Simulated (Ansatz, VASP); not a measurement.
**ZrPb2O3: VASP beside Ansatz**

Contents of INCAR:

```
SYSTEM = ZrPb2O3
  ALGO = Normal
  EDIFF = 1E-7
  EDIFFG = -0.04
  ENCUT = 600
  GGA = PE
  IBRION = 2
  ISIF = 3
  ISMEAR = 0
  LASPH = .TRUE.
  LCHARG = .FALSE.
  LREAL = .FALSE.
  LWAVE = .FALSE.
  NELM = 100
  NSW = 90
  PREC = Accurate
  SIGMA = 0.1
```

File KPOINTS:

```
k-points
0
G
  6 6 2
  0 0 0
```

File POSCAR:

```
ZrPb2O3
1.0
    4.0112394400      0.0000000000      0.0000000000
   -2.0056197200      3.4738352500      0.0000000000
    0.0000000000      0.0000000000      8.3318198100
Zr Pb O
1 2 3
Direct
    0.0000000000      0.0000000000      0.0000000000
    0.0000000000      0.0000000000      0.2927373900
    0.0000000000      0.0000000000      0.7072626100
    0.5000000000      0.0000000000      0.5000000000
    0.0000000000      0.5000000000      0.5000000000
    0.5000000000      0.5000000000      0.5000000000
```

Input for Ansatz:

```yaml
crystal:
  lattice:
    - [4.01123944, 0.0, 0.0]
    - [-2.00561972, 3.47383525, 0.0]
    - [0.0, 0.0, 8.33181981]
  atoms:
    - { symbol: Zr, position: [0.0, 0.0, 0.0] }
    - { symbol: Pb, position: [0.0, 0.0, 0.29273739] }
    - { symbol: Pb, position: [0.0, 0.0, 0.70726261] }
    - { symbol: O, position: [0.5, 0.0, 0.5] }
    - { symbol: O, position: [0.0, 0.5, 0.5] }
    - { symbol: O, position: [0.5, 0.5, 0.5] }
basis:
  ecutwfc: 420
kpoints:
  mp_grid: { grid: [6, 6, 2] }
hamiltonian:
  xc: pbe
scf:
  occupations: { method: gaussian, width: 0.1 }
  lower_state_search: "off"
output:
  forces: true
  stress: true
  eigenvalues: true
relax:
  adjacent_minimum: "off"
  f_tol: 0.04
  max_steps: 70
  cell: { stress_tol: 0.4 }
```

Alike in both runs: task relaxation of cell and atoms; functional PBE; k mesh 6 × 6 × 2; occupations gaussian, width 0.1 eV; no spin polarisation.

|  | VASP | Ansatz |
| --- | --- | --- |
| version | VASP 6.6.1 | Ansatz 0.2.0 |
| potentials or method | VASP PAW PBE potentials, release 64 (Zr_sv, Pb_d, O), cutoff 600 eV | scalar-relativistic, plane waves, PAW |
| valence electrons in the cell | 58 | 58 |

|  | VASP | Ansatz | Ansatz less VASP |
| --- | --- | --- | --- |
| gap on the k mesh at the Fermi level, each at its own relaxed structure (eV) | none | none | - |
| relaxed volume (Å³/atom) | 21.71 | 21.75 | +0.041 |
| relaxed cell length with the largest relative difference (Å) | 4.062 | 4.068 | +0.0061 |

A gap of «none» marks a metal or a gap that the smearing closes.

The k mesh is coarse, so the values compare programs but aren't converged. Neither program's run includes spin-orbit coupling.
